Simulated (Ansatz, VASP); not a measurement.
SrO: VASP beside Ansatz

File INCAR:

```
PREC = Accurate
ENCUT = 600
EDIFF = 1E-7
ISMEAR = 0
SIGMA = 0.02
LREAL = False
LASPH = True
NELM = 120
ALGO = Normal
ISIF = 3
LWAVE = False
LCHARG = False
GGA = PS
IBRION = 2
NSW = 100
EDIFFG = -0.002
GGA_COMPAT = False
NELMIN = 4
```

Contents of KPOINTS:

```
Automatic mesh
0
Gamma
  10 10 10
```

POSCAR

```
SrO
1.0
    0.0000000000      2.5800000000      2.5800000000
    2.5800000000      0.0000000000      2.5800000000
    2.5800000000      2.5800000000      0.0000000000
Sr O
1 1
Direct
    0.0000000000      0.0000000000      0.0000000000
    0.5000000000      0.5000000000      0.5000000000
```

Input for Ansatz:

```yaml
crystal:
  lattice:
    - [0.0, 2.58, 2.58]
    - [2.58, 0.0, 2.58]
    - [2.58, 2.58, 0.0]
  atoms:
    - { symbol: Sr, position: [0.0, 0.0, 0.0] }
    - { symbol: O, position: [0.5, 0.5, 0.5] }
basis:
  ecutwfc: 420
kpoints:
  mp_grid: { grid: [10, 10, 10] }
hamiltonian:
  xc: pbesol
  pseudopotentials: { kind: paw, azcp: { folder: soft_1 } }
scf:
  occupations: { method: gaussian, width: 0.02 }
output:
  forces: true
  stress: true
  eigenvalues: true
  write_density: true
  write_potential: true
  elf: true
  volumetric_format: npy
relax:
  adjacent_minimum: "off"
  f_tol: 0.002
  max_steps: 80
  cell: { stress_tol: 0.02 }
```

Alike in both runs: task relaxation of cell and atoms; functional PBEsol; k mesh 10 × 10 × 10; occupations gaussian, width 0.02 eV; no spin polarisation.

|  | VASP | Ansatz |
| --- | --- | --- |
| version | VASP 6.6.1 | Ansatz 0.2.0 |
| potentials or method | VASP PAW PBE potentials, release 64 (Sr_sv, O), cutoff 600 eV | scalar-relativistic, plane waves, PAW |
| valence electrons in the cell | 16 | 16 |

|  | VASP | Ansatz | Ansatz less VASP |
| --- | --- | --- | --- |
| gap on the k mesh at the Fermi level, each at its own relaxed structure (eV) | 3.15 | 3.20 | +0.044 |
| relaxed volume (Å³/atom) | 16.90 | 16.80 | -0.095 |
| relaxed cell length with the largest relative difference (Å) | 3.629 | 3.622 | -0.0068 |

VASP's potentials were made for PBE, not for PBEsol, and Ansatz warns of the same on its side.
